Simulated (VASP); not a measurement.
Te: single point with PBE

Te:

```
CELL_PARAMETERS angstrom
3.44050 0.00000 0.00000
-1.72025 2.97956 0.00000
0.00000 0.00000 6.51757
ATOMIC_POSITIONS crystal
Te 0.66667 0.66667 0.00000
Te 0.00000 0.33333 0.66667
Te 0.33333 0.00000 0.33333
```

- Program: VASP 6.6.1
- Task: single point
- Functional: PBE
- Potentials or basis: VASP PAW PBE potentials, release 64 (Te)
- Cutoff: 520 eV
- k mesh: 7 × 7 × 5
- Occupations: fermi-dirac, width 0.05 eV
- Spin: no spin polarisation

| Quantity | Value |
| --- | --- |
| Pressure | 30.0 GPa |
| Band gap on the k mesh | zero (bands 9 and 10 overlap by 3.73 eV) |

Stress tensor (GPa, compression positive):
```
29.95  0.00  0.00
 0.00 29.95  0.00
 0.00  0.00 30.10
```

Levels at points of the mesh, in eV from the Fermi level:
| k point | band 5 | band 6 | band 7 | band 8 | band 9 | band 10 | band 11 | band 12 | band 13 | band 14 |
| --- | --- | --- | --- | --- | --- | --- | --- | --- | --- | --- |
| (0.00, 0.00, 0.00) | -2.37 | -0.20 | -0.20 | -0.20 | -0.20 | 2.67 | 2.67 | 4.53 | 4.62 | 4.62 |

Run time: 15 s on 1 thread of Intel(R) Xeon(R) 6975P-C (Granite Rapids), with other jobs on the host, peak memory 0.18 GiB.

Caveat: the cell stands under pressure; spin-orbit coupling is left out, which moves the levels of the heavy elements.
